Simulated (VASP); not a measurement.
Set up this calculation in VASP 6.6.1, as the native input.

| Item | Value |
| --- | --- |
| Task | single point |
| Functional | PBE |
| Dispersion | D3(BJ) |
| Potentials or basis | VASP PAW PBE potentials, release 64 (Al, Cr_pv, C) |
| Cutoff | 520 eV |
| k mesh | 15 × 15 × 4 |
| Occupations | gaussian, width 0.1 eV |
| Spin | no spin polarisation |
| Dipole correction | no |
| Further INCAR settings | ALGO = Normal; EDIFF = 1e-06; NBANDS = 41 |

The structure of AlCr2C lies in POSCAR:

```
AlCr2C
1.0
    2.8127270702      0.0000000000      0.0000000000
   -1.4063635351      2.4358930967      0.0000000000
    0.0000000000      0.0000000000     12.5815536936
Al Cr C
2 4 2
Direct
    0.6666666667      0.3333333333      0.2500000000
    0.3333333333      0.6666666667      0.7500000000
    0.3333333333      0.6666666667      0.4147379368
    0.6666666667      0.3333333333      0.9147379368
    0.6666666667      0.3333333333      0.5852620632
    0.3333333333      0.6666666667      0.0852620632
    0.0000000000      0.0000000000      0.5000000000
    0.0000000000      0.0000000000      0.0000000000
```

One way to write it, as run:

INCAR

```
SYSTEM = AlCr2C
ALGO     = Normal         ! electronic algorithm
EDIFF    = 1E-6           ! SCF threshold, eV
ENCUT    = 520            ! plane-wave cutoff, eV
GGA      = PE             ! functional
ISIF     = 2              ! what is computed and relaxed
ISMEAR   = 0              ! smearing method
IVDW     = 12             ! dispersion correction
LASPH    = .TRUE.         ! aspherical terms in the spheres
LCHARG   = .FALSE.        ! write CHGCAR
LREAL    = .FALSE.        ! projectors in reciprocal space
LWAVE    = .FALSE.        ! write WAVECAR
NBANDS   = 41             ! bands
NELM     = 100            ! most SCF steps
PREC     = Accurate       ! precision mode
SIGMA    = 0.1            ! smearing width, eV
```

KPOINTS

```
k-points
0
G
  15 15 4
  0 0 0
```

Potentials or basis: VASP PAW PBE potentials, release 64 (Al, Cr_pv, C).

The run is started by

```sh
$ cat potpaw_PBE.64/Al/POTCAR potpaw_PBE.64/Cr_pv/POTCAR potpaw_PBE.64/C/POTCAR > POTCAR
$ mpirun -np 1 vasp_std > vasp.out
```

It gave:

```
Pressure                   : 0.1 GPa
Largest force              : 0.046 eV/Å
Band gap on the k mesh     : zero (band 31 reaches 10.70 eV, above the bottom of band 32 at 9.87 eV)
Dispersion energy per atom : -0.387 eV
```

Caveat: pairwise dispersion overbinds metals, which lowers pressure and volume.

Wall time 4.6 min on 1 thread of Intel(R) Xeon(R) Platinum 8259CL CPU @ 2.50GHz (Skylake/Cascade Lake) (shared host), peak memory 0.39 GiB.
